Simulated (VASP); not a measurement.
Input of a VASP 6.6.1 run:

INCAR

```
PREC = Accurate ; ENCUT = 520
EDIFF = 1E-7 ; ISMEAR = -1
SIGMA = 0.05 ; LREAL = F
LASPH = T ; NELM = 100
ALGO = Normal ; ISIF = 2
LWAVE = F ; LCHARG = F
GGA = PS ; NBANDS = 18
```

Contents of KPOINTS:

```
Automatic mesh
0
Gamma
  16 16 16
```

The input POSCAR:

```
Lu
1.0
   -1.7584992735      1.7584992735      1.7584992735
    1.7584992735     -1.7584992735      1.7584992735
    1.7584992735      1.7584992735     -1.7584992735
Lu
1
Direct
    0.0000000000      0.0000000000      0.0000000000
```

Potentials or basis: VASP PAW PBE potentials, release 64 (Lu).

Command:

```sh
$ cat potpaw_PBE.64/Lu/POTCAR > POTCAR
$ mpirun -np 1 vasp_std > vasp.out
```

(1) Predict the band gap on the k mesh.

(2) Predict the pressure.

Answers

(1) zero (an odd number of electrons rules out a gap without spin polarisation).

(2) 17.2 GPa.

Caveat: the cell stands under pressure; the PAW data sets were made with another functional, which shifts forces and pressure a little; spin-orbit coupling is left out, which moves the levels of the heavy elements.
